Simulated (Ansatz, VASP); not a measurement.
**Au: VASP beside Ansatz**

```
CELL_PARAMETERS angstrom
3.04500 0.00000 0.00000
-1.52250 2.63705 0.00000
0.00000 0.00000 4.88000
ATOMIC_POSITIONS crystal
Au 0.33333 0.66667 0.75000
Au 0.66667 0.33333 0.25000
```

Change from the starting cell: strain +0.050 along x and y, +0.000 along z, atoms carried along.

Alike in both runs: task single point; functional PBEsol; k mesh 18 × 18 × 10; occupations gaussian, width 0.15 eV; no spin polarisation.

|  | VASP | Ansatz |
| --- | --- | --- |
| version | VASP 6.6.1 | Ansatz 0.2.0 |
| potentials or method | VASP PAW PBE potentials, release 64 (Au), cutoff 520 eV | scalar-relativistic, plane waves, PAW |
| valence electrons in the cell | 22 | 38 |

VASP gave:

* gap on the k mesh at the Fermi level (eV): none
* pressure (GPa): -16.0
* traceless stress, the component that is largest in VASP (GPa): 1.01

Problem. Which values does Ansatz return?

Solution. gap on the k mesh at the Fermi level (eV): none; pressure (GPa): -15.9; traceless stress, the component that is largest in VASP (GPa): 1.02.

VASP's potentials were made for PBE, not for PBEsol. A gap of «none» marks a metal or a gap that the smearing closes. VASP's potentials hold 22 valence electrons a cell and Ansatz's 38, so a difference there can come from the potentials and not from the codes.

Neither program's run includes spin-orbit coupling.
